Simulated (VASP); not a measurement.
# AgO (I-4m2) in VASP: a series of runs

AgO is run at these levels: PBEsol; tasks: single point.

Everything below comes from runs of VASP 6.6.1. Logs are shortened: lines on timing, memory, paths and dates and some standing lists are left out, and cuts for length are marked.

### 1 The cell of the first run

Symmetry: I-4m2, No. 119, tetragonal system. Conventional cell: a = 3.491 Å, b = 3.491 Å, c = 5.057 Å, α = 90.00°, β = 90.00°, γ = 90.00°. Ag (site symmetry -4m2) has 4 O at 2.16 Å within 2.9 Å. O (site symmetry -4m2) has 4 Ag at 2.16 Å within 2.9 Å.

### 2 Single point, PBEsol (strain +0.025 along x and y, +0.050 along z)

The input, INCAR:

```
SYSTEM = AgO
PREC = Accurate
ENCUT = 520
EDIFF = 1E-7
ISMEAR = 0
SIGMA = 0.15
LREAL = .FALSE.
LASPH = .TRUE.
NELM = 80
ALGO = Normal
ISIF = 2
LWAVE = .FALSE.
LCHARG = .TRUE.
GGA = PS
LELF = .TRUE.
LVHAR = .TRUE.
NBANDS = 16
```

The input, KPOINTS:

```
regular mesh
0
G
  18 18 18
  0 0 0
```

The input, POSCAR:

```
AgO
1.0
    0.0000000000      2.4682000000      2.5284000000
    2.4682000000      0.0000000000      2.5284000000
    2.4682000000      2.4682000000      0.0000000000
Ag O
1 1
Direct
    0.0000000000      0.0000000000      0.0000000000
    0.7500000000      0.7500000000      0.7500000000
```

Potentials or basis: VASP PAW PBE potentials, release 64 (Ag, O).

Started as:

```
cat potpaw_PBE.64/Ag/POTCAR potpaw_PBE.64/O/POTCAR > POTCAR
mpirun -np 1 vasp_std > vasp.out
```

OUTCAR:

```text
SYSTEM = AgO
   PREC = Accurate
   ENCUT = 520
   EDIFF = 1E-7
   ISMEAR = 0
   LREAL = .FALSE.
   LASPH = .TRUE.
   NELM = 80
   ISIF = 2
   GGA = PS

 ion  position               nearest neighbor table
   1  0.000  0.000  0.000-   2 2.16   2 2.16   2 2.16   2 2.16
   2  0.750  0.750  0.750-   1 2.16   1 2.16   1 2.16   1 2.16

  LATTYP: Found a body centered tetragonal cell.
 ALAT       =     3.4905619146
 C/A-ratio  =     1.4487065761

  Lattice vectors:

 A1 = (  -2.4682000000,   0.0000000000,   2.5284000000)
 A2 = (   2.4682000000,   0.0000000000,   2.5284000000)
 A3 = (   0.0000000000,   2.4682000000,  -2.5284000000)

Analysis of symmetry for initial positions (statically):
=====================================================================
 Subroutine PRICEL returns:
 Original cell was already a primitive cell.

 Routine SETGRP: Setting up the symmetry group for a
 body centered tetragonal supercell.

 Subroutine GETGRP returns: Found  8 space group operations
 (whereof  8 operations were pure point group operations)
 out of a pool of 16 trial point group operations.

The static configuration has the point symmetry D_2d.

Analysis of symmetry for dynamics (positions and initial velocities):
=====================================================================
 Subroutine PRICEL returns:
 Original cell was already a primitive cell.

 Routine SETGRP: Setting up the symmetry group for a
 body centered tetragonal supercell.

 Subroutine GETGRP returns: Found  8 space group operations
 (whereof  8 operations were pure point group operations)
 out of a pool of 16 trial point group operations.

The dynamic configuration has the point symmetry D_2d.

 Subroutine INISYM returns: Found  8 space group operations
 (whereof  8 operations are pure point group operations),
 and found     1 'primitive' translations

----------------------------------------------------------------------------------------

                                     Primitive cell

  volume of cell :      30.8061

  direct lattice vectors                    reciprocal lattice vectors
     0.000000000  2.468200000  2.528400000    -0.202576777  0.202576777  0.197753520
     2.468200000  0.000000000  2.528400000     0.202576777 -0.202576777  0.197753520
     2.468200000  2.468200000  0.000000000     0.202576777  0.202576777 -0.197753520

  length of vectors
     3.533386166  3.533386166  3.490561915     0.348110838  0.348110838  0.348110838

  position of ions in fractional coordinates (direct lattice)
     0.000000000  0.000000000  0.000000000
     0.750000000  0.750000000  0.750000000

  ion indices of the primitive-cell ions
   primitive index   ion index
                 1           1
                 2           2

----------------------------------------------------------------------------------------

 KPOINTS: regular mesh

Automatic generation of k-mesh.
 Grid dimensions read from file:
 generate k-points for:   18   18   18

 Generating k-lattice:

  Cartesian coordinates                     Fractional coordinates (reciprocal lattice)
    -0.011254265  0.011254265  0.010986307     0.055555556 -0.000000000  0.000000000
     0.011254265 -0.011254265  0.010986307    -0.000000000  0.055555556  0.000000000
     0.011254265  0.011254265 -0.010986307     0.000000000  0.000000000  0.055555556

  Length of vectors
     0.019339491  0.019339491  0.019339491

  Shift w.r.t. Gamma in fractional coordinates (k-lattice)
     0.000000000  0.000000000  0.000000000

 Subroutine IBZKPT returns following result:
 ===========================================

 Found    480 irreducible k-points:

 Following reciprocal coordinates:
            Coordinates               Weight
  0.000000  0.000000  0.000000      1.000000
  0.055556  0.000000  0.000000      8.000000
  0.111111  0.000000  0.000000      8.000000
  0.166667  0.000000  0.000000      8.000000
  0.222222  0.000000  0.000000      8.000000
  0.277778  0.000000  0.000000      8.000000
[... 16 lines left out ...]
 -0.277778  0.055556  0.000000      8.000000
 -0.222222  0.055556  0.000000      8.000000
 [... further k-points ...]
   k-points           NKPTS =    480   k-points in BZ     NKDIM =    480   number of bands    NBANDS=     16
   number of dos      NEDOS =    301   number of ions     NIONS =      2
   total plane-waves  NPLWV =  21952
   dimension x,y,z NGX =    28 NGY =   28 NGZ =   28
   dimension x,y,z NGXF=    56 NGYF=   56 NGZF=   56
   ions per type =               1   1
   NGX,Y,Z   is equivalent  to a cutoff of  13.17, 13.17, 13.34 a.u.
   NGXF,Y,Z  is equivalent  to a cutoff of  26.35, 26.35, 26.67 a.u.
 SYSTEM =  AgO
   PREC   = accura    normal or accurate (medium, high low for compatibility)
   ISTART =      0    job   : 0-new  1-cont  2-samecut
   ICHARG =      2    charge: 1-file 2-atom 10-const
   ISPIN  =      1    spin polarized calculation?
   LNONCOLLINEAR =      F non collinear calculations
   LSORBIT =      F    spin-orbit coupling
   LASPH  =      T    aspherical Exc in radial PAW
   ENCUT  =  520.0 eV  38.22 Ry    6.18 a.u.   6.57  6.57  6.49*2*pi/ulx,y,z
   NELM   =     80;   NELMIN=  2; NELMDL= -5     # of ELM steps
   EDIFF  = 0.1E-06   stopping-criterion for ELM
   LREAL  =      F    real-space projection
   EDIFFG = 0.1E-05   stopping-criterion for IOM
   NSW    =      0    number of steps for IOM
   IBRION =     -1    ionic relax: 0-MD 1-quasi-New 2-CG
   NFREE  =      0    steps in history (QN), initial steepest desc. (CG)
   ISIF   =      2    stress and relaxation
   ISYM   =      2    0-nonsym 1-usesym 2-fastsym
   POTIM  = 0.5000    time-step for ionic-motion
   TEBEG  =    0.0;   TEEND  =   0.0 temperature during run
   PSTRESS=    0.0 pullay stress
   NELECT =      17.0000    total number of electrons
   NUPDOWN=      -1.0000    fix difference up-down
   EMIN   =  10.00;   EMAX   =-10.00  energy-range for DOS
   EFERMI =   0.00;   METHOD = LEGACY
   ISMEAR =     0;   SIGMA  =   0.15  broadening in eV -4-tet -1-fermi 0-gaus
   EFERMI_NEDOS =   21; number of points for ismear=-14 and -15
   IALGO  =     38    algorithm
   IMIX   =      4    mixing-type and parameters
     AMIX     =   0.40;   BMIX     =  1.00
     AMIX_MAG =   1.60;   BMIX_MAG =  1.00
  volume/ion in A,a.u.               =      15.40       103.94
  Fermi-wavevector in a.u.,A,eV,Ry     =   1.342803  2.537530 24.532937  1.803120
  Thomas-Fermi vector in A             =   2.470928
   LORBIT       =      0    0 simple, 1 ext, 2 COOP (PROOUT), +10 PAW based schemes
   GGA     = PS    functional components
   LHFCALC =     F    Hartree Fock is set to
   AEXX    =    0.0000 exact exchange contribution
   IVDW    =     0    specifies the selected vdW correction
   LEPSILON=     F    determine dielectric tensor
   LRPA    =     F    only Hartree local field effects (RPA)
 non-spin polarized calculation
 Gauss-broadening in eV      SIGMA  =   0.15
  energy-cutoff  :      520.00
  volume of cell :       30.81
 maximum number of plane-waves:       869
   NGX = 13   NGY = 13   NGZ = 13

 number of electron      17.0000001 magnetization

 Free energy of the ion-electron system (eV)
  ---------------------------------------------------
  ext. energy  EPLUGINS =         0.00000000
  ---------------------------------------------------
  free energy    TOTEN  =        -8.08899707 eV

  energy without entropy =       -8.06200621  energy(sigma->0) =       -8.07550164

 E-fermi :   3.5758     XC(G=0): -10.7377

 val. band max:        3.5754488740   @ k =  -0.4444   0.0556   0.0000
 cond. band min:       3.5819384788   @ k =  -0.1667   0.2222   0.1667
 fundamental gap:      0.0064896049
 Fermi energy:         3.5758032299

 k-point     1 :       0.0000    0.0000    0.0000
  band No.  band energies     occupation
      1     -14.1061      2.00000
      2      -1.7864      2.00000
      3      -1.7497      2.00000
      4      -1.7497      2.00000
      5       0.5856      2.00000
      6       0.6518      2.00000
[... 8 lines left out ...]
     15      22.1844      0.00000
     16      22.6527      0.00000

 k-point     2 :       0.0556    0.0000    0.0000
  band No.  band energies     occupation
      1     -14.0969      2.00000
      2      -1.7838      2.00000
      3      -1.7479      2.00000
      4      -1.7358      2.00000
      5       0.5826      2.00000
      6       0.6472      2.00000
[... 8 lines left out ...]
     15      22.2277      0.00000
     16      22.5305      0.00000

 k-point     3 :       0.1111    0.0000    0.0000
  band No.  band energies     occupation
      1     -14.0707      2.00000
      2      -1.7924      2.00000
      3      -1.7196      2.00000
      4      -1.6962      2.00000
      5       0.5760      2.00000
      6       0.6358      2.00000
[... 8 lines left out ...]
     15      21.9971      0.00000
     16      22.2612      0.00000

 k-point     4 :       0.1667    0.0000    0.0000
  band No.  band energies     occupation
      1     -14.0309      2.00000
      2      -1.7956      2.00000
      3      -1.6665      2.00000
      4      -1.6369      2.00000
      5       0.5731      2.00000
      6       0.6245      2.00000
[... 8 lines left out ...]
     15      21.7792      0.00000
     16      22.0144      0.00000
[... 324 lines left out ...]
 k-point    22 :      -0.3333    0.0556    0.0000
  band No.  band energies     occupation
      1     -13.8644      2.00000
      2      -1.5064      2.00000
      3      -1.4293      2.00000
      4      -1.4159      2.00000
      5       0.6375      2.00000
      6       0.7389      2.00000
[... 8 lines left out ...]
     15      22.0274      0.00000
     16      22.6965      0.00000

 k-point    23 :      -0.2778    0.0556    0.0000
  band No.  band energies     occupation
      1     -13.9088      2.00000
      2      -1.6495      2.00000
      3      -1.4929      2.00000
      4      -1.4750      2.00000
      5       0.5957      2.00000
      6       0.6849      2.00000
[... 8 lines left out ...]
     15      21.5332      0.00000
     16      22.4993      0.00000

 k-point    24 :      -0.2222    0.0556    0.0000
  band No.  band energies     occupation
      1     -13.9587      2.00000
      2      -1.7538      2.00000
      3      -1.5521      2.00000
      4      -1.5444      2.00000
      5       0.5774      2.00000
      6       0.6420      2.00000
[... 8 lines left out ...]
     15      21.2581      0.00000
     16      22.4020      0.00000

 [... further k-points ...]

------------------------ aborting loop because EDIFF is reached ----------------------------------------

  FORCE on cell =-STRESS in cart. coord.  units (eV):
  Direction    XX          YY          ZZ          XY          YZ          ZX
  --------------------------------------------------------------------------------------
  -------------------------------------------------------------------------------------
  Total       -0.3585343     -0.3585343     -0.3353397      0.0000000     -0.0000000      0.0000000
  in kB      -18.6468227    -18.6468227    -17.4405064      0.0000000     -0.0000000      0.0000000
  external PRESSURE =     -18.2447173 kB  Pullay stress =       0.0000000 kB

 VOLUME and BASIS-vectors are now :
 -----------------------------------------------------------------------------
  energy-cutoff  :      520.00
  volume of cell :       30.81
      direct lattice vectors                 reciprocal lattice vectors
     0.000000000  2.468200000  2.528400000    -0.202576777  0.202576777  0.197753520
     2.468200000  0.000000000  2.528400000     0.202576777 -0.202576777  0.197753520
     2.468200000  2.468200000  0.000000000     0.202576777  0.202576777 -0.197753520

 POSITION                                       TOTAL-FORCE (eV/Angst)
 -----------------------------------------------------------------------------------
      0.00000      0.00000      0.00000        -0.000000     -0.000000     -0.000000
      3.70230      3.70230      3.79260         0.000000      0.000000      0.000000
 -----------------------------------------------------------------------------------
    total drift:                               -0.000001     -0.000001      0.000000

  FREE ENERGIE OF THE ION-ELECTRON SYSTEM (eV)
  ---------------------------------------------------
  free  energy   TOTEN  =        -8.0889970688 eV

  energy  without entropy=       -8.0620062076  energy(sigma->0) =       -8.07550164
```

Run time: 6.2 min. Hardware: 1 thread of Intel Xeon 8259CL, shared host; peak memory 0.35 GiB.

Results:

| Quantity | Value |
| --- | --- |
| Free energy | -8.0890 eV |
| Pressure | -1.8 GPa |
| Band gap on the k mesh | zero (an odd number of electrons rules out a gap without spin polarisation) |

Caveat: the cell differs from its parent crystal (strain +0.025 along x and y, +0.050 along z); the PAW data sets were made with another functional, which shifts forces and pressure a little; an odd number of electrons without spin polarisation forces a metal; a magnetic or distorted state may lie lower.

(Continued in part 2 of 2.)
